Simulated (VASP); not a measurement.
# Si (Fd-3m) in VASP: a series of runs

The runs below take Si through single point, relaxation of cell and atoms, with LDA.

Everything below comes from runs of VASP 6.6.1. Logs are shortened: lines on timing, memory, paths and dates and some standing lists are left out, and cuts for length are marked.

## (1) The cell of the first run

The structure is cubic, space group Fd-3m (No. 227). The conventional cell has a = 5.402 Å, b = 5.402 Å, c = 5.402 Å, α = 90.00°, β = 90.00°, γ = 90.00°. Within 3.1 Å of Si (site symmetry -43m) lie 4 Si at 2.34 Å.

## (2) Single point, LDA

INCAR

```
PREC = Accurate
ENCUT = 520
EDIFF = 1E-7
ISMEAR = 0
SIGMA = 0.02
LREAL = False
LASPH = True
NELM = 60
ALGO = Normal
ISIF = 2
LWAVE = False
LCHARG = True
LELF = True
LVHAR = True
NBANDS = 11
```

KPOINTS

```
regular mesh
0
Gamma
  12 12 12
```

POSCAR

```
Si
1.0
    0.0000000000      2.7009711436      2.7009711436
    2.7009711436      0.0000000000      2.7009711436
    2.7009711436      2.7009711436      0.0000000000
Si
2
Direct
    0.7500000000      0.7500000000      0.7500000000
    0.5000000000      0.5000000000      0.5000000000
```

Potentials or basis: VASP PAW LDA potentials, release 64 (Si).

Launch:

```bash
cat potpaw_LDA.64/Si/POTCAR > POTCAR
mpirun -np 1 vasp_std > vasp.out
```

OUTCAR:

```text
PREC = Accurate
   ENCUT = 520
   EDIFF = 1E-7
   ISMEAR = 0
   LREAL = False
   LASPH = True
   NELM = 60
   ISIF = 2

 ion  position               nearest neighbor table
   1  0.750  0.750  0.750-   2 2.34   2 2.34   2 2.34   2 2.34
   2  0.500  0.500  0.500-   1 2.34   1 2.34   1 2.34   1 2.34

  LATTYP: Found a face centered cubic cell.
 ALAT       =     5.4019422872

  Lattice vectors:

 A1 = (   0.0000000000,   2.7009711436,   2.7009711436)
 A2 = (   2.7009711436,   0.0000000000,   2.7009711436)
 A3 = (   2.7009711436,   2.7009711436,   0.0000000000)

Analysis of symmetry for initial positions (statically):
=====================================================================
 Subroutine PRICEL returns:
 Original cell was already a primitive cell.

 Routine SETGRP: Setting up the symmetry group for a
 face centered cubic supercell.

 Subroutine GETGRP returns: Found 48 space group operations
 (whereof 24 operations were pure point group operations)
 out of a pool of 48 trial point group operations.

The static configuration has the point symmetry T_d .
 The point group associated with its full space group is O_h .

Analysis of symmetry for dynamics (positions and initial velocities):
=====================================================================
 Subroutine PRICEL returns:
 Original cell was already a primitive cell.

 Routine SETGRP: Setting up the symmetry group for a
 face centered cubic supercell.

 Subroutine GETGRP returns: Found 48 space group operations
 (whereof 24 operations were pure point group operations)
 out of a pool of 48 trial point group operations.

The dynamic configuration has the point symmetry T_d .
 The point group associated with its full space group is O_h .

 Subroutine INISYM returns: Found 48 space group operations
 (whereof 24 operations are pure point group operations),
 and found     1 'primitive' translations

----------------------------------------------------------------------------------------

                                     Primitive cell

  volume of cell :      39.4085

  direct lattice vectors                    reciprocal lattice vectors
     0.000000000  2.700971144  2.700971144    -0.185118601  0.185118601  0.185118601
     2.700971144  0.000000000  2.700971144     0.185118601 -0.185118601  0.185118601
     2.700971144  2.700971144  0.000000000     0.185118601  0.185118601 -0.185118601

  length of vectors
     3.819750023  3.819750023  3.819750023     0.320634823  0.320634823  0.320634823

  position of ions in fractional coordinates (direct lattice)
     0.750000000  0.750000000  0.750000000
     0.500000000  0.500000000  0.500000000

  ion indices of the primitive-cell ions
   primitive index   ion index
                 1           1
                 2           2

----------------------------------------------------------------------------------------

 KPOINTS: regular mesh

Automatic generation of k-mesh.
 Grid dimensions read from file:
 generate k-points for:   12   12   12

 Generating k-lattice:

  Cartesian coordinates                     Fractional coordinates (reciprocal lattice)
    -0.015426550  0.015426550  0.015426550     0.083333333  0.000000000  0.000000000
     0.015426550 -0.015426550  0.015426550     0.000000000  0.083333333  0.000000000
     0.015426550  0.015426550 -0.015426550     0.000000000  0.000000000  0.083333333

  Length of vectors
     0.026719569  0.026719569  0.026719569

  Shift w.r.t. Gamma in fractional coordinates (k-lattice)
     0.000000000  0.000000000  0.000000000

 Subroutine IBZKPT returns following result:
 ===========================================

 Found     72 irreducible k-points:

 Following reciprocal coordinates:
            Coordinates               Weight
  0.000000  0.000000  0.000000      1.000000
  0.083333  0.000000  0.000000      8.000000
  0.166667  0.000000  0.000000      8.000000
  0.250000  0.000000  0.000000      8.000000
  0.333333  0.000000  0.000000      8.000000
  0.416667  0.000000  0.000000      8.000000
[... 16 lines left out ...]
  0.500000  0.166667  0.000000     24.000000
 -0.416667  0.166667  0.000000     24.000000
 [... further k-points ...]
   k-points           NKPTS =     72   k-points in BZ     NKDIM =     72   number of bands    NBANDS=     11
   number of dos      NEDOS =    301   number of ions     NIONS =      2
   total plane-waves  NPLWV =  21952
   dimension x,y,z NGX =    28 NGY =   28 NGZ =   28
   dimension x,y,z NGXF=    56 NGYF=   56 NGZF=   56
   ions per type =               2
   NGX,Y,Z   is equivalent  to a cutoff of  12.19, 12.19, 12.19 a.u.
   NGXF,Y,Z  is equivalent  to a cutoff of  24.37, 24.37, 24.37 a.u.
 SYSTEM =  unknown system
   PREC   = accura    normal or accurate (medium, high low for compatibility)
   ISTART =      0    job   : 0-new  1-cont  2-samecut
   ICHARG =      2    charge: 1-file 2-atom 10-const
   ISPIN  =      1    spin polarized calculation?
   LNONCOLLINEAR =      F non collinear calculations
   LSORBIT =      F    spin-orbit coupling
   LASPH  =      T    aspherical Exc in radial PAW
   ENCUT  =  520.0 eV  38.22 Ry    6.18 a.u.   7.10  7.10  7.10*2*pi/ulx,y,z
   NELM   =     60;   NELMIN=  2; NELMDL= -5     # of ELM steps
   EDIFF  = 0.1E-06   stopping-criterion for ELM
   LREAL  =      F    real-space projection
   EDIFFG = 0.1E-05   stopping-criterion for IOM
   NSW    =      0    number of steps for IOM
   IBRION =     -1    ionic relax: 0-MD 1-quasi-New 2-CG
   NFREE  =      0    steps in history (QN), initial steepest desc. (CG)
   ISIF   =      2    stress and relaxation
   ISYM   =      2    0-nonsym 1-usesym 2-fastsym
   POTIM  = 0.5000    time-step for ionic-motion
   TEBEG  =    0.0;   TEEND  =   0.0 temperature during run
   PSTRESS=    0.0 pullay stress
   NELECT =       8.0000    total number of electrons
   NUPDOWN=      -1.0000    fix difference up-down
   EMIN   =  10.00;   EMAX   =-10.00  energy-range for DOS
   EFERMI =   0.00;   METHOD = LEGACY
   ISMEAR =     0;   SIGMA  =   0.02  broadening in eV -4-tet -1-fermi 0-gaus
   EFERMI_NEDOS =   21; number of points for ismear=-14 and -15
   IALGO  =     38    algorithm
   IMIX   =      4    mixing-type and parameters
     AMIX     =   0.40;   BMIX     =  1.00
     AMIX_MAG =   1.60;   BMIX_MAG =  1.00
  volume/ion in A,a.u.               =      19.70       132.97
  Fermi-wavevector in a.u.,A,eV,Ry     =   0.962147  1.818195 12.595285  0.925727
  Thomas-Fermi vector in A             =   2.091581
   LORBIT       =      0    0 simple, 1 ext, 2 COOP (PROOUT), +10 PAW based schemes
   GGA     = CA    functional components
   LHFCALC =     F    Hartree Fock is set to
   AEXX    =    0.0000 exact exchange contribution
   IVDW    =     0    specifies the selected vdW correction
   LEPSILON=     F    determine dielectric tensor
   LRPA    =     F    only Hartree local field effects (RPA)
 non-spin polarized calculation
 Gauss-broadening in eV      SIGMA  =   0.02
  energy-cutoff  :      520.00
  volume of cell :       39.41
 maximum number of plane-waves:      1074
   NGX = 15   NGY = 15   NGZ = 15

 number of electron       8.0000001 magnetization

 Free energy of the ion-electron system (eV)
  ---------------------------------------------------
  ext. energy  EPLUGINS =         0.00000000
  ---------------------------------------------------
  free energy    TOTEN  =       -11.91974442 eV

  energy without entropy =      -11.91974442  energy(sigma->0) =      -11.91974442

 E-fermi :   6.0934     XC(G=0):  -9.6658

 val. band max:        5.9331379367   @ k =   0.0000   0.0000   0.0000
 cond. band min:       6.3752297579   @ k =   0.4167   0.4167   0.0000
 fundamental gap:      0.4420918212
 Fermi energy:         6.0933845646

 k-point     1 :       0.0000    0.0000    0.0000
  band No.  band energies     occupation
      1      -6.1334      2.00000
      2       5.9331      2.00000
      3       5.9331      2.00000
      4       5.9331      2.00000
      5       8.4642      0.00000
      6       8.4642      0.00000
      7       8.4642      0.00000
      8       9.3254      0.00000
      9      13.6693      0.00000
     10      13.6693      0.00000
     11      13.6788      0.00000

 k-point     2 :       0.0833    0.0000    0.0000
  band No.  band energies     occupation
      1      -6.0411      2.00000
      2       5.0642      2.00000
      3       5.7866      2.00000
      4       5.7866      2.00000
      5       8.5101      0.00000
      6       8.6791      0.00000
      7       8.6791      0.00000
      8       9.9809      0.00000
      9      13.3829      0.00000
     10      13.3829      0.00000
     11      14.0779      0.00000

 k-point     3 :       0.1667    0.0000    0.0000
  band No.  band energies     occupation
      1      -5.7671      2.00000
      2       3.5254      2.00000
      3       5.4757      2.00000
      4       5.4757      2.00000
      5       8.2467      0.00000
      6       9.1191      0.00000
      7       9.1191      0.00000
      8      11.3901      0.00000
      9      12.9965      0.00000
     10      12.9965      0.00000
     11      14.8476      0.00000

 k-point     4 :       0.2500    0.0000    0.0000
  band No.  band energies     occupation
      1      -5.3218      2.00000
      2       1.9614      2.00000
      3       5.1640      2.00000
      4       5.1640      2.00000
      5       7.9172      0.00000
      6       9.4091      0.00000
      7       9.4091      0.00000
      8      12.8284      0.00000
      9      13.1030      0.00000
     10      13.1030      0.00000
     11      14.7635      0.00000
[... 239 lines left out ...]
 k-point    22 :       0.4167    0.1667    0.0000
  band No.  band energies     occupation
      1      -4.1959      2.00000
      2       0.2076      2.00000
      3       3.4574      2.00000
      4       4.0759      2.00000
      5       7.8565      0.00000
      6      10.1634      0.00000
      7      10.8007      0.00000
      8      10.9222      0.00000
      9      15.7176      0.00000
     10      16.1365      0.00000
     11      16.7640      0.00000

 k-point    23 :       0.5000    0.1667    0.0000
  band No.  band energies     occupation
      1      -3.5976      2.00000
      2      -0.7467      2.00000
      3       3.1069      2.00000
      4       4.1323      2.00000
      5       7.8888      0.00000
      6      10.0078      0.00000
      7      10.5201      0.00000
      8      12.3087      0.00000
      9      15.2528      0.00000
     10      16.4134      0.00000
     11      17.6666      0.00000

 k-point    24 :      -0.4167    0.1667    0.0000
  band No.  band energies     occupation
      1      -3.4789      2.00000
      2      -0.9115      2.00000
      3       2.8879      2.00000
      4       4.3205      2.00000
      5       8.0416      0.00000
      6       9.9521      0.00000
      7      10.2904      0.00000
      8      13.8668      0.00000
      9      14.4241      0.00000
     10      14.7072      0.00000
     11      17.0302      0.00000

 [... further k-points ...]
[... 5 lines left out ...]
  --------------------------------------------------------------------------------------
  -------------------------------------------------------------------------------------
  Total        0.0117165      0.0117165      0.0117165      0.0000000      0.0000000      0.0000000
  in kB        0.4763428      0.4763428      0.4763428      0.0000000      0.0000000      0.0000000
  external PRESSURE =       0.4763428 kB  Pullay stress =       0.0000000 kB

 VOLUME and BASIS-vectors are now :
 -----------------------------------------------------------------------------
  energy-cutoff  :      520.00
  volume of cell :       39.41
      direct lattice vectors                 reciprocal lattice vectors
     0.000000000  2.700971144  2.700971144    -0.185118601  0.185118601  0.185118601
     2.700971144  0.000000000  2.700971144     0.185118601 -0.185118601  0.185118601
     2.700971144  2.700971144  0.000000000     0.185118601  0.185118601 -0.185118601

 POSITION                                       TOTAL-FORCE (eV/Angst)
 -----------------------------------------------------------------------------------
      4.05146      4.05146      4.05146        -0.000000     -0.000000     -0.000000
      2.70097      2.70097      2.70097         0.000000      0.000000      0.000000
 -----------------------------------------------------------------------------------
    total drift:                               -0.000000      0.000000     -0.000000

  FREE ENERGIE OF THE ION-ELECTRON SYSTEM (eV)
  ---------------------------------------------------
  free  energy   TOTEN  =       -11.9197444239 eV

  energy  without entropy=      -11.9197444239  energy(sigma->0) =      -11.91974442
```

Wall time 14 s (1 thread of Intel Xeon Platinum 8559C (Emerald Rapids), shared host); peak memory 0.14 GiB.

What came out:

| Item | Value |
| --- | --- |
| Free energy | -11.9197 eV |
| Pressure | 0.0 GPa |
| Band gap on the k mesh | 0.44 eV, indirect (least direct gap 2.53 eV) |

## (3) Relaxation of cell and atoms, LDA

INCAR

```
ALGO     = Normal         # electronic algorithm
EDIFF    = 1E-6           # SCF threshold, eV
EDIFFG   = -0.005         # ionic threshold
ENCUT    = 600            # plane-wave cutoff, eV
IBRION   = 2              # ionic algorithm
ISIF     = 3              # what is computed and relaxed
ISMEAR   = 0              # smearing method
LASPH    = T              # aspherical terms in the spheres
LCHARG   = F              # write CHGCAR
LREAL    = F              # projectors in reciprocal space
LWAVE    = F              # write WAVECAR
NELM     = 100            # most SCF steps
NSW      = 100            # ionic steps
PREC     = Accurate       # precision mode
SIGMA    = 0.02           # smearing width, eV
```

KPOINTS

```
k-points
0
Gamma
  12 12 12
```

POSCAR is that of step 2.

Potentials or basis: VASP PAW LDA potentials, release 64 (Si).

Launch:

```bash
cat potpaw_LDA.64/Si/POTCAR > POTCAR
mpirun -np 1 vasp_std > vasp.out
```

OUTCAR:

```text
EDIFF = 1E-6
   EDIFFG = -0.005
   ENCUT = 600
   IBRION = 2
   ISIF = 3
   ISMEAR = 0
   LASPH = T
   LREAL = F
   NELM = 100
   NSW = 100
   PREC = Accurate

 ion  position               nearest neighbor table
   1  0.750  0.750  0.750-   2 2.34   2 2.34   2 2.34   2 2.34
   2  0.500  0.500  0.500-   1 2.34   1 2.34   1 2.34   1 2.34

  LATTYP: Found a face centered cubic cell.
 ALAT       =     5.4019422872

  Lattice vectors:

 A1 = (   0.0000000000,   2.7009711436,   2.7009711436)
 A2 = (   2.7009711436,   0.0000000000,   2.7009711436)
 A3 = (   2.7009711436,   2.7009711436,   0.0000000000)

Analysis of symmetry for initial positions (statically):
=====================================================================
 Subroutine PRICEL returns:
 Original cell was already a primitive cell.

 Routine SETGRP: Setting up the symmetry group for a
 face centered cubic supercell.

 Subroutine GETGRP returns: Found 48 space group operations
 (whereof 24 operations were pure point group operations)
 out of a pool of 48 trial point group operations.

The static configuration has the point symmetry T_d .
 The point group associated with its full space group is O_h .

Analysis of symmetry for dynamics (positions and initial velocities):
[... 168 lines left out ...]
  -------------------------------------------------------------------------------------
  Total        0.0136449      0.0136449      0.0136449     -0.0000000     -0.0000000      0.0000000
  in kB        0.5547412      0.5547412      0.5547412     -0.0000000     -0.0000000      0.0000000
  external PRESSURE =       0.5547412 kB  Pullay stress =       0.0000000 kB
[... 59 lines left out ...]
--------------------------------------- Ionic step        3  -------------------------------------------

 number of electron       7.9999999 magnetization

 Free energy of the ion-electron system (eV)
  ---------------------------------------------------
  ext. energy  EPLUGINS =         0.00000000
  ---------------------------------------------------
  free energy    TOTEN  =       -11.91994861 eV

  energy without entropy =      -11.91994861  energy(sigma->0) =      -11.91994861

 E-fermi :   6.0132     XC(G=0):  -9.6634

 val. band max:        5.9277654754   @ k =   0.0000   0.0000   0.0000
 cond. band min:       6.3704799057   @ k =   0.4167   0.4167   0.0000
 fundamental gap:      0.4427144303
 Fermi energy:         6.0131546105

 k-point     1 :       0.0000    0.0000    0.0000
  band No.  band energies     occupation
      1      -6.1349      2.00000
      2       5.9278      2.00000
      3       5.9278      2.00000
      4       5.9278      2.00000
      5       8.4583      0.00000
      6       8.4583      0.00000
      7       8.4583      0.00000
      8       9.3137      0.00000
[... 243 lines left out ...]
 k-point    24 :      -0.4167    0.1667    0.0000
  band No.  band energies     occupation
      1      -3.4819      2.00000
      2      -0.9147      2.00000
      3       2.8836      2.00000
      4       4.3158      2.00000
      5       8.0357      0.00000
      6       9.9452      0.00000
      7      10.2844      0.00000
      8      13.8589      0.00000

 [... further k-points ...]
[... 5 lines left out ...]
  --------------------------------------------------------------------------------------
  -------------------------------------------------------------------------------------
  Total       -0.0041569     -0.0041569     -0.0041569      0.0000000     -0.0000000      0.0000000
  in kB       -0.1689053     -0.1689053     -0.1689053      0.0000000     -0.0000000      0.0000000
  external PRESSURE =      -0.1689053 kB  Pullay stress =       0.0000000 kB
[... 17 lines left out ...]
  FREE ENERGIE OF THE ION-ELECTRON SYSTEM (eV)
  ---------------------------------------------------
  free  energy   TOTEN  =       -11.9199486101 eV

  energy  without entropy=      -11.9199486101  energy(sigma->0) =      -11.91994861

 reached required accuracy - stopping structural energy minimisation
```

OSZICAR:

```text
N       E                     dE             d eps       ncg     rms          rms(c)
DAV:   1     0.104531568500E+02    0.10453E+02   -0.36867E+03  1152   0.906E+02
[... 13 lines left out ...]
DAV:   2    -0.119199481993E+02    0.44907E-05   -0.45327E-06  1544   0.145E-02    0.793E-03
DAV:   3    -0.119199461095E+02    0.20898E-05   -0.49897E-06  1408   0.112E-02    0.226E-03
DAV:   4    -0.119199461034E+02    0.60966E-08   -0.43276E-08   632   0.199E-03
   2 F= -.11919946E+02 E0= -.11919946E+02  d E =-.165086E-05
       N       E                     dE             d eps       ncg     rms          rms(c)
DAV:   1    -0.119199494114E+02   -0.33019E-05   -0.39564E-05  1416   0.361E-02    0.587E-03
DAV:   2    -0.119199486101E+02    0.80135E-06   -0.79478E-07  1168   0.611E-03
   3 F= -.11919949E+02 E0= -.11919949E+02  d E =-.415751E-05
```

CONTCAR:

```text
Si
   1.00000000000000
    -0.0000000000000000    2.7014830613132270    2.7014830613132270
     2.7014830613132270   -0.0000000000000000    2.7014830613132270
     2.7014830613132270    2.7014830613132270    0.0000000000000000
  Si
     2
Direct
     0.7500000000000000    0.7500000000000000    0.7500000000000000
     0.5000000000000000    0.5000000000000000    0.5000000000000000

  0.00000000E+00  0.00000000E+00  0.00000000E+00
  0.00000000E+00  0.00000000E+00  0.00000000E+00
```

Wall time 18 s (1 thread of Intel Xeon Platinum 8559C (Emerald Rapids), shared host); peak memory 0.15 GiB.

Results:

| Quantity | Value |
| --- | --- |
| Free energy | -11.9199 eV |
| Relaxed volume | 19.72 Å³/atom |
| Relaxed cell | a = 3.820 Å, b = 3.820 Å, c = 3.820 Å, α = 60.00°, β = 60.00°, γ = 60.00° |
| Space group after relaxing (to 0.05 Å) | Fd-3m (No. 227) |
| Energy gained by relaxing | 0.0 meV/atom |
| Ionic steps | 3 |
| Pressure after relaxing | 0.0 GPa |
| Band gap on the k mesh | 0.44 eV, indirect (least direct gap 2.53 eV) |

Final structure:
```
CELL_PARAMETERS angstrom
0.00000 2.70148 2.70148
2.70148 0.00000 2.70148
2.70148 2.70148 0.00000
ATOMIC_POSITIONS crystal
Si 0.75000 0.75000 0.75000
Si 0.50000 0.50000 0.50000
```

Levels at points of the mesh, in eV from the valence-band top:
| k point | band 2 | band 3 | band 4 | band 5 | band 6 | band 7 |
| --- | --- | --- | --- | --- | --- | --- |
| (0.00, 0.00, 0.00) | 0.00 | 0.00 | 0.00 | 2.53 | 2.53 | 2.53 |
| (0.50, 0.00, 0.00) | -7.06 | -1.21 | -1.21 | 1.48 | 3.29 | 3.29 |
| (0.50, 0.50, 0.00) | -7.86 | -2.89 | -2.89 | 0.57 | 0.57 | 10.11 |

A k mesh can miss the band edges. Expect the measured gap to be larger: semilocal functionals such as LDA lack the derivative discontinuity.
